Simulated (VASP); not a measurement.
Wanted: the native input for a VASP 6.6.1 run.

```yaml
Task: relaxation of cell and atoms
Functional: PBE
Potentials_or_basis: VASP PAW PBE potentials, release 64 (Si, Se)
Cutoff: 600 eV
k_mesh: 18 × 18 × 8
Occupations: gaussian, width 0.1 eV
Spin: no spin polarisation
Dipole_correction: no
Further_INCAR_settings: ALGO = Normal; EDIFF = 1e-06; IBRION = 2; EDIFFG = -0.01; NSW = 100; ISIF = 3
```

The structure of Si2Se lies in POSCAR:

```
Si2Se
1.0
    3.3829427988      0.0000000000      0.0000000000
   -1.6914713994      2.9297144033      0.0000000000
    0.0000000000      0.0000000000      5.9684799394
Si Se
2 1
Direct
    0.6666666667      0.3333333333      0.6993527047
    0.6666666667      0.3333333333      0.3006472953
    0.0000000000      0.0000000000      0.0000000000
```

The cell was built from a structure type or drawn by symmetry, and may not be a known phase.

One way to write it, as run:

INCAR

```
SYSTEM = Si2Se
PREC     = Accurate       ! precision mode
ENCUT    = 600            ! plane-wave cutoff, eV
EDIFF    = 1E-6           ! SCF threshold, eV
ISMEAR   = 0              ! smearing method
SIGMA    = 0.1            ! smearing width, eV
LREAL    = .False.        ! projectors in reciprocal space
LASPH    = .True.         ! aspherical terms in the spheres
NELM     = 100            ! most SCF steps
ALGO     = Normal         ! electronic algorithm
ISIF     = 3              ! what is computed and relaxed
LWAVE    = .False.        ! write WAVECAR
LCHARG   = .False.        ! write CHGCAR
GGA      = PE             ! functional
IBRION   = 2              ! ionic algorithm
NSW      = 100            ! ionic steps
EDIFFG   = -0.01          ! ionic threshold
```

KPOINTS

```
Automatic mesh
0
Gamma
  18 18 8
  0 0 0
```

Potentials or basis: VASP PAW PBE potentials, release 64 (Si, Se).

Command:

```bash
$ cat potpaw_PBE.64/Si/POTCAR potpaw_PBE.64/Se/POTCAR > POTCAR
$ mpirun -np 1 vasp_std > vasp.out
```

Results of the run:

```yaml
Relaxed_volume: 19.63 Å³/atom
Relaxed_cell: a = 3.350 Å, b = 3.350 Å, c = 6.059 Å, α = 90.00°, β = 90.00°, γ = 120.00°
Space_group_after_relaxing_to_0.1_Å: P-6m2 (No. 187)
Energy_gained_by_relaxing: 3.3 meV/atom
Ionic_steps: 7
Pressure_after_relaxing: 0.0 GPa
Band_gap_on_the_k_mesh: zero (bands 7 and 8 overlap by 4.82 eV)
```

Run time: 7.6 min on 1 thread of Intel Xeon 8259CL, on a shared host, peak memory 0.32 GiB.
